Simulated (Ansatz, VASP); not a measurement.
# One calculation of P, two programs

Contents of INCAR:

```
PREC = Accurate ; ENCUT = 520
EDIFF = 1E-6 ; ISMEAR = 0
SIGMA = 0.05 ; LREAL = F
LASPH = T ; NELM = 60
ALGO = Normal ; ISIF = 2
LWAVE = F ; LCHARG = F
GGA = PS ; NBANDS = 18
```

Contents of KPOINTS:

```
Automatic mesh
0
Gamma
  8 1 6
```

POSCAR

```
P
1.0
    3.1852158884      0.0000000000      0.0000000000
    0.0000000000     33.8113200603      0.0000000000
    0.0000000000      0.0000000000      4.4931221687
P
4
Direct
    0.0000000000      0.9702614300      0.5921507200
    0.0000000000      0.0297385700      0.4078492800
    0.5000000000      0.0297385700      0.0921507200
    0.5000000000      0.9702614300      0.9078492800
```

Input for Ansatz:

```yaml
crystal:
  lattice:
    - [3.1852158884, 0.0, 0.0]
    - [0.0, 33.8113200603, 0.0]
    - [0.0, 0.0, 4.4931221687]
  atoms:
    - { symbol: P, position: [0.0, 0.97026143, 0.59215072] }
    - { symbol: P, position: [0.0, 0.02973857, 0.40784928] }
    - { symbol: P, position: [0.5, 0.02973857, 0.09215072] }
    - { symbol: P, position: [0.5, 0.97026143, 0.90784928] }
basis:
  ecutwfc: 420
kpoints:
  mp_grid: { grid: [8, 1, 6] }
hamiltonian:
  xc: pbesol
scf:
  occupations: { method: gaussian, width: 0.05 }
output:
  forces: true
  stress: true
  eigenvalues: true
```

Change from the starting cell: strain -0.030 along x and y, -0.030 along z, atoms carried along.

Alike in both runs: task single point; functional PBEsol; k mesh 8 × 1 × 6; occupations gaussian, width 0.05 eV; no spin polarisation.

```csv
,VASP,Ansatz
version,VASP 6.6.1,Ansatz 0.2.0
potentials or method,"VASP PAW PBE potentials, release 64 (P), cutoff 520 eV","scalar-relativistic, plane waves, PAW"
valence electrons in the cell,20,20
```

VASP gave:

- gap on the k mesh at the Fermi level (eV): 0.80
- least direct gap on the mesh (eV): 0.86
- rms of the force components (eV/Å): 0.645

Q: Estimate Ansatz's values.

A: gap on the k mesh at the Fermi level (eV): 0.78; least direct gap on the mesh (eV): 0.84; rms of the force components (eV/Å): 0.658.

VASP's potentials were made for PBE, not for PBEsol. Atom by atom the forces differ by 0.013 eV/Å (rms over components).
